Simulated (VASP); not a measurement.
Lu: electric field gradients with PBE

Crystal: Lu.

```
Lu
1.0
     3.50990    0.00000    0.00000
    -1.75495    3.03966    0.00000
     0.00000    0.00000    5.56660
Lu
2
Direct
  0.33333 0.66667 0.25000
  0.66667 0.33333 0.75000
```

```json
{
  "Program": "VASP 6.6.1",
  "Task": "electric field gradients",
  "Functional": "PBE",
  "Potentials or basis": "VASP PAW PBE potentials, release 64 (Lu)",
  "Cutoff": "520 eV",
  "k mesh": "13 × 13 × 8",
  "Occupations": "fermi-dirac, width 0.03 eV",
  "Spin": "no spin polarisation",
  "Dipole correction": "no",
  "Further INCAR settings": "ALGO = Normal; EDIFF = 1e-08; NBANDS = 32"
}
```

- Pressure: -0.8 GPa
- Band gap on the k mesh: zero (bands 25 and 26 overlap by 1.74 eV)
- Largest electric field gradient by atom: Lu +53.6 V/Å²

Stress tensor (GPa, compression positive):
```
-0.41  0.00  0.00
 0.00 -0.41  0.00
 0.00  0.00 -1.50
```

Levels at points of the mesh, in eV from the Fermi level:
| k point | band 21 | band 22 | band 23 | band 24 | band 25 | band 26 | band 27 | band 28 | band 29 | band 30 |
| --- | --- | --- | --- | --- | --- | --- | --- | --- | --- | --- |
| (0.00, 0.00, 0.00) | -4.92 | -4.90 | -4.90 | -2.41 | 0.51 | 2.20 | 2.20 | 2.47 | 2.89 | 2.89 |
| (0.00, 0.00, 0.50) | -4.90 | -4.90 | -4.37 | -4.37 | 1.14 | 1.14 | 2.13 | 2.13 | 2.13 | 2.13 |

Electric field gradients, principal values (V/Å²):
```tsv
atom	least	middle	greatest (by size)
1 Lu	-26.804	-26.804	53.608
2 Lu	-26.804	-26.804	53.608
```

Wall time 110 s on 1 thread of Intel(R) Xeon(R) 6975P-C (Granite Rapids) (shared host), peak memory 0.29 GiB.

Caveat: without QUAD_EFG the Cq values of the log hold for a quadrupole moment of 1 mb, not for the nuclei; spin-orbit coupling is left out, which moves the levels of the heavy elements.
